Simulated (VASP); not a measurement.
Pb, 2 atoms in the cell. It takes space group P6_3/mmc (No. 194, hexagonal). The conventional cell has a = 3.393 Å, b = 3.393 Å, c = 5.791 Å, α = 90.00°, β = 90.00°, γ = 120.00°. Pb (site symmetry -6m2) has 12 Pb at 3.39 to 3.50 Å within 4.5 Å. This isn't the form of Pb at room conditions, which is fcc.

```yaml
Program: VASP 6.6.1
Task: single point
Functional: LDA
Potentials_or_basis: VASP PAW LDA potentials, release 64 (Pb_d)
Cutoff: 520 eV
k_mesh: 9 × 9 × 5
Occupations: fermi-dirac, width 0.05 eV
Spin: no spin polarisation
Dipole_correction: no
Further_INCAR_settings: ALGO = Normal; EDIFF = 1e-06; NBANDS = 21
```

Potentials or basis: VASP PAW LDA potentials, release 64 (Pb_d).

The run is started by

```sh
$ cat potpaw_LDA.64/Pb_d/POTCAR > POTCAR
$ mpirun -np 1 vasp_std > vasp.out
```

Hardware: 1 thread of Intel Xeon 8259CL, on a shared host.

Task: How long does it take, and how much memory?

Result: Run time: 47 s on 1 thread of Intel Xeon 8259CL (shared host), peak memory 0.17 GiB. Counts: scf iterations 10, k points 36.
